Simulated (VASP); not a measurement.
Set up this calculation in VASP 6.6.1, as the native input.

- Task: single point
- Functional: PBEsol
- Potentials or basis: VASP PAW PBE potentials, release 64 (Tl_d)
- Cutoff: 520 eV
- k mesh: 15 × 15 × 8
- Occupations: gaussian, width 0.1 eV
- Spin: no spin polarisation
- Dipole correction: no
- Further INCAR settings: ALGO = Normal; EDIFF = 1e-06; NBANDS = 20

The structure of Tl lies in POSCAR:

```
Tl
1.0
    3.5018737533      0.0000000000      0.0000000000
   -1.7509368767      3.0327116312      0.0000000000
    0.0000000000      0.0000000000      5.3940014844
Tl
2
Direct
    0.3333333333      0.6666666667      0.2500000000
    0.6666666667      0.3333333333      0.7500000000
```

These files were run (other wordings do the same):

INCAR

```
SYSTEM = Tl
ALGO = Normal
EDIFF = 1E-6
ENCUT = 520
GGA = PS
ISIF = 2
ISMEAR = 0
LASPH = .TRUE.
LCHARG = .FALSE.
LREAL = .FALSE.
LWAVE = .FALSE.
NBANDS = 20
NELM = 100
PREC = Accurate
SIGMA = 0.1
```

KPOINTS

```
k-points
0
G
  15 15 8
  0 0 0
```

Potentials or basis: VASP PAW PBE potentials, release 64 (Tl_d).

The run is started by

```console
$ cat potpaw_PBE.64/Tl_d/POTCAR > POTCAR
$ mpirun -np 1 vasp_std > vasp.out
```

Results of the run:

```
Pressure               : -0.1 GPa
Band gap on the k mesh : zero (band 13 reaches 10.29 eV, above the bottom of band 14 at 4.14 eV)
```

Caveat: the PAW data sets were made with another functional, which shifts forces and pressure a little; spin-orbit coupling is left out, which moves the levels of the heavy elements.

Wall time 37 s on 1 thread of Intel(R) Xeon(R) 6975P-C (Granite Rapids) (shared host), peak memory 0.26 GiB.
